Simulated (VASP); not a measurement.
# Y (P6_3/mmc) in VASP: single point with r2SCAN

Aim: the single point of Y with r2SCAN.

Program: VASP 6.6.1. These are calculated values, not measurements. Logs are shortened: lines on timing, memory, paths and dates and some standing lists are left out, and cuts for length are marked.

## Step 1: The cell of the first run

It takes space group P6_3/mmc (No. 194, hexagonal). Conventional cell: a = 3.682 Å, b = 3.682 Å, c = 5.697 Å, α = 90.00°, β = 90.00°, γ = 120.00°. Y (site symmetry -6m2) has 12 Y at 3.55 to 3.68 Å within 4.7 Å.

## Step 2: Single point, r2SCAN

Contents of POSCAR:

```
Y
1.0
    3.6822121362      0.0000000000      0.0000000000
   -1.8411060681      3.1888892521      0.0000000000
    0.0000000000      0.0000000000      5.6969597949
Y
2
Direct
    0.3333333333      0.6666666667      0.2500000000
    0.6666666667      0.3333333333      0.7500000000
```

Contents of INCAR.step1:

```
PREC = Accurate
ENCUT = 520
ISMEAR = 0
SIGMA = 0.1
LREAL = F
LASPH = T
NELM = 80
NBANDS = 18
GGA = PE
ALGO = Normal
EDIFF = 1E-4
LWAVE = T
LCHARG = F
```

Contents of INCAR.step2:

```
PREC = Accurate
ENCUT = 520
EDIFF = 1E-6
ISMEAR = 0
SIGMA = 0.1
LREAL = F
LASPH = T
NELM = 80
ALGO = Normal
ISIF = 2
LWAVE = F
LCHARG = F
METAGGA = R2SCAN
LMIXTAU = T
NBANDS = 18
ISTART = 1
```

Contents of KPOINTS:

```
regular mesh
0
Gamma
  12 12 8
```

Potentials or basis: VASP PAW PBE potentials, release 64 (Y_sv).

On the command line:

```console
> cat potpaw_PBE.64/Y_sv/POTCAR > POTCAR
> cp INCAR.step1 INCAR
> mpirun -np 1 vasp_std > vasp.out
> cp INCAR.step2 INCAR
> mpirun -np 1 vasp_std > vasp.out
```

OUTCAR:

```text
PREC = Accurate
   ENCUT = 520
   EDIFF = 1E-6
   ISMEAR = 0
   LREAL = F
   LASPH = T
   NELM = 80
   ISIF = 2
   METAGGA = R2SCAN
   ISTART = 1

 ion  position               nearest neighbor table
   1  0.333  0.667  0.250-   2 3.55   2 3.55   2 3.55   2 3.55   2 3.55   2 3.55
   2  0.667  0.333  0.750-   1 3.55   1 3.55   1 3.55   1 3.55   1 3.55   1 3.55

  LATTYP: Found a hexagonal cell.
 ALAT       =     3.6822121362
 C/A-ratio  =     1.5471568677

  Lattice vectors:

 A1 = (   3.6822121362,   0.0000000000,   0.0000000000)
 A2 = (  -1.8411060681,   3.1888892521,   0.0000000000)
 A3 = (   0.0000000000,   0.0000000000,   5.6969597949)

Analysis of symmetry for initial positions (statically):
=====================================================================
 Subroutine PRICEL returns:
 Original cell was already a primitive cell.

 Routine SETGRP: Setting up the symmetry group for a
 hexagonal supercell.

 Subroutine GETGRP returns: Found 24 space group operations
 (whereof 12 operations were pure point group operations)
 out of a pool of 24 trial point group operations.

The static configuration has the point symmetry D_3d.
 The point group associated with its full space group is D_6h.

Analysis of symmetry for dynamics (positions and initial velocities):
=====================================================================
 Subroutine PRICEL returns:
 Original cell was already a primitive cell.

 Routine SETGRP: Setting up the symmetry group for a
 hexagonal supercell.

 Subroutine GETGRP returns: Found 24 space group operations
 (whereof 12 operations were pure point group operations)
 out of a pool of 24 trial point group operations.

The dynamic configuration has the point symmetry D_3d.
 The point group associated with its full space group is D_6h.

 Subroutine INISYM returns: Found 24 space group operations
 (whereof 12 operations are pure point group operations),
 and found     1 'primitive' translations

----------------------------------------------------------------------------------------

                                     Primitive cell

  volume of cell :      66.8947

  direct lattice vectors                    reciprocal lattice vectors
     3.682212136  0.000000000  0.000000000     0.271575880  0.156794407  0.000000000
    -1.841106068  3.188889252  0.000000000     0.000000000  0.313588814  0.000000000
     0.000000000  0.000000000  5.696959795     0.000000000  0.000000000  0.175532220

  length of vectors
     3.682212136  3.682212136  5.696959795     0.313588814  0.313588814  0.175532220

  position of ions in fractional coordinates (direct lattice)
     0.333333333  0.666666667  0.250000000
     0.666666667  0.333333333  0.750000000

  ion indices of the primitive-cell ions
   primitive index   ion index
                 1           1
                 2           2

----------------------------------------------------------------------------------------

 KPOINTS: regular mesh

Automatic generation of k-mesh.
 Grid dimensions read from file:
 generate k-points for:   12   12    8

 Generating k-lattice:

  Cartesian coordinates                     Fractional coordinates (reciprocal lattice)
     0.022631323  0.013066201  0.000000000     0.083333333  0.000000000  0.000000000
     0.000000000  0.026132401  0.000000000     0.000000000  0.083333333  0.000000000
     0.000000000  0.000000000  0.021941527     0.000000000  0.000000000  0.125000000

  Length of vectors
     0.026132401  0.026132401  0.021941527

  Shift w.r.t. Gamma in fractional coordinates (k-lattice)
     0.000000000  0.000000000  0.000000000

 Subroutine IBZKPT returns following result:
 ===========================================

 Found     95 irreducible k-points:

 Following reciprocal coordinates:
            Coordinates               Weight
  0.000000  0.000000  0.000000      1.000000
  0.083333 -0.000000  0.000000      6.000000
  0.166667 -0.000000  0.000000      6.000000
  0.250000  0.000000  0.000000      6.000000
  0.333333 -0.000000  0.000000      6.000000
  0.416667  0.000000  0.000000      6.000000
[... 16 lines left out ...]
  0.250000  0.000000  0.125000     12.000000
  0.333333 -0.000000  0.125000     12.000000
 [... further k-points ...]
   k-points           NKPTS =     95   k-points in BZ     NKDIM =     95   number of bands    NBANDS=     18
   number of dos      NEDOS =    301   number of ions     NIONS =      2
   total plane-waves  NPLWV =  32928
   dimension x,y,z NGX =    28 NGY =   28 NGZ =   42
   dimension x,y,z NGXF=    56 NGYF=   56 NGZF=   84
   ions per type =               2
   NGX,Y,Z   is equivalent  to a cutoff of  12.64, 12.64, 12.26 a.u.
   NGXF,Y,Z  is equivalent  to a cutoff of  25.28, 25.28, 24.51 a.u.
 SYSTEM =  unknown system
   PREC   = accura    normal or accurate (medium, high low for compatibility)
   ISTART =      1    job   : 0-new  1-cont  2-samecut
   ICHARG =      0    charge: 1-file 2-atom 10-const
   ISPIN  =      1    spin polarized calculation?
   LNONCOLLINEAR =      F non collinear calculations
   LSORBIT =      F    spin-orbit coupling
   LASPH  =      T    aspherical Exc in radial PAW
   ENCUT  =  520.0 eV  38.22 Ry    6.18 a.u.   6.85  6.85 10.59*2*pi/ulx,y,z
   NELM   =     80;   NELMIN=  2; NELMDL=  0     # of ELM steps
   EDIFF  = 0.1E-05   stopping-criterion for ELM
   LREAL  =      F    real-space projection
   EDIFFG = 0.1E-04   stopping-criterion for IOM
   NSW    =      0    number of steps for IOM
   IBRION =     -1    ionic relax: 0-MD 1-quasi-New 2-CG
   NFREE  =      0    steps in history (QN), initial steepest desc. (CG)
   ISIF   =      2    stress and relaxation
   ISYM   =      2    0-nonsym 1-usesym 2-fastsym
   POTIM  = 0.5000    time-step for ionic-motion
   TEBEG  =    0.0;   TEEND  =   0.0 temperature during run
   PSTRESS=    0.0 pullay stress
   NELECT =      22.0000    total number of electrons
   NUPDOWN=      -1.0000    fix difference up-down
   EMIN   =  10.00;   EMAX   =-10.00  energy-range for DOS
   EFERMI =   0.00;   METHOD = LEGACY
   ISMEAR =     0;   SIGMA  =   0.10  broadening in eV -4-tet -1-fermi 0-gaus
   EFERMI_NEDOS =   21; number of points for ismear=-14 and -15
   IALGO  =     38    algorithm
   IMIX   =      4    mixing-type and parameters
     AMIX     =   0.40;   BMIX     =  1.00
     AMIX_MAG =   1.60;   BMIX_MAG =  1.00
  volume/ion in A,a.u.               =      33.45       225.71
  Fermi-wavevector in a.u.,A,eV,Ry     =   1.130018  2.135424 17.373825  1.276940
  Thomas-Fermi vector in A             =   2.266713
   LORBIT       =      0    0 simple, 1 ext, 2 COOP (PROOUT), +10 PAW based schemes
   METAGGA = R2SCAN    functional components
   LHFCALC =     F    Hartree Fock is set to
   AEXX    =    0.0000 exact exchange contribution
   IVDW    =     0    specifies the selected vdW correction
   LEPSILON=     F    determine dielectric tensor
   LRPA    =     F    only Hartree local field effects (RPA)
 non-spin polarized calculation
 Gauss-broadening in eV      SIGMA  =   0.10
  energy-cutoff  :      520.00
  volume of cell :       66.89
 maximum number of plane-waves:      1830
 NGX is ok and might be reduce to    28
   NGX = 13   NGY = 13   NGZ = 21

 number of electron      21.9999999 magnetization

 Free energy of the ion-electron system (eV)
  ---------------------------------------------------
  ext. energy  EPLUGINS =         0.00000000
  ---------------------------------------------------
  free energy    TOTEN  =       -40.55220973 eV

  energy without entropy =      -40.53457311  energy(sigma->0) =      -40.54339142

 E-fermi :   2.9411     XC(G=0):  -9.9938

 val. band max:        2.9377101925   @ k =   0.2500   0.0833   0.3750
 cond. band min:       2.9504616949   @ k =   0.2500   0.1667   0.2500
 fundamental gap:      0.0127515024
 Fermi energy:         2.9411140240

 k-point     1 :       0.0000    0.0000    0.0000
  band No.  band energies     occupation
      1     -41.2803      2.00000
      2     -41.2025      2.00000
      3     -20.9108      2.00000
      4     -20.4294      2.00000
      5     -20.4294      2.00000
      6     -20.3370      2.00000
[... 10 lines left out ...]
     17       5.9636      0.00000
     18       5.9636      0.00000

 k-point     2 :       0.0833   -0.0000    0.0000
  band No.  band energies     occupation
      1     -41.2769      2.00000
      2     -41.2015      2.00000
      3     -20.8984      2.00000
      4     -20.4530      2.00000
      5     -20.4377      2.00000
      6     -20.3620      2.00000
[... 10 lines left out ...]
     17       5.7600      0.00000
     18       5.8156      0.00000

 k-point     3 :       0.1667   -0.0000    0.0000
  band No.  band energies     occupation
      1     -41.2674      2.00000
      2     -41.1988      2.00000
      3     -20.8630      2.00000
      4     -20.5179      2.00000
      5     -20.4597      2.00000
      6     -20.4284      2.00000
[... 10 lines left out ...]
     17       6.0067      0.00000
     18       6.0798      0.00000

 k-point     4 :       0.2500    0.0000    0.0000
  band No.  band energies     occupation
      1     -41.2537      2.00000
      2     -41.1959      2.00000
      3     -20.8095      2.00000
      4     -20.6073      2.00000
      5     -20.5156      2.00000
      6     -20.4883      2.00000
[... 375 lines left out ...]
      4     -20.5114      2.00000
      5     -20.4555      2.00000
      6     -20.4450      2.00000
[... 10 lines left out ...]
     17       6.1011      0.00000
     18       6.1934      0.00000

 k-point    23 :       0.2500    0.0000    0.1250
  band No.  band energies     occupation
      1     -41.2515      2.00000
      2     -41.1981      2.00000
      3     -20.8043      2.00000
      4     -20.5947      2.00000
      5     -20.5322      2.00000
      6     -20.4835      2.00000
[... 10 lines left out ...]
     17       6.5785      0.00000
     18       6.6247      0.00000

 k-point    24 :       0.3333   -0.0000    0.1250
  band No.  band energies     occupation
      1     -41.2371      2.00000
      2     -41.1958      2.00000
      3     -20.7735      2.00000
      4     -20.6610      2.00000
      5     -20.6117      2.00000
      6     -20.5105      2.00000
[... 10 lines left out ...]
     17       7.1582      0.00000
     18       7.3029      0.00000

 [... further k-points ...]

------------------------ aborting loop because EDIFF is reached ----------------------------------------

  FORCE on cell =-STRESS in cart. coord.  units (eV):
  Direction    XX          YY          ZZ          XY          YZ          ZX
  --------------------------------------------------------------------------------------
  -------------------------------------------------------------------------------------
  Total        0.0034072      0.0034072      0.0165723      0.0000000     -0.0000000      0.0000000
  in kB        0.0816057      0.0816057      0.3969195      0.0000000     -0.0000000      0.0000000
  external PRESSURE =       0.1867103 kB  Pullay stress =       0.0000000 kB

 VOLUME and BASIS-vectors are now :
 -----------------------------------------------------------------------------
  energy-cutoff  :      520.00
  volume of cell :       66.89
      direct lattice vectors                 reciprocal lattice vectors
     3.682212136  0.000000000  0.000000000     0.271575880  0.156794407  0.000000000
    -1.841106068  3.188889252  0.000000000     0.000000000  0.313588814  0.000000000
     0.000000000  0.000000000  5.696959795     0.000000000  0.000000000  0.175532220

 POSITION                                       TOTAL-FORCE (eV/Angst)
 -----------------------------------------------------------------------------------
     -0.00000      2.12593      1.42424         0.000000     -0.000000      0.000000
      1.84111      1.06296      4.27272        -0.000000      0.000000      0.000000
 -----------------------------------------------------------------------------------
    total drift:                               -0.000000      0.000000     -0.000000

  FREE ENERGIE OF THE ION-ELECTRON SYSTEM (eV)
  ---------------------------------------------------
  free  energy   TOTEN  =       -40.5522097345 eV

  energy  without entropy=      -40.5345731071  energy(sigma->0) =      -40.54339142
```

Run time: 10 min. Hardware: 1 thread of Intel Xeon 8259CL, shared host; peak memory 0.27 GiB.

Results:

* Free energy: -40.5522 eV
* Pressure: 0.0 GPa
* Band gap on the k mesh: zero (bands 11 and 12 overlap by 1.68 eV)

Caveat: the PAW data sets were made with another functional, which shifts forces and pressure a little.
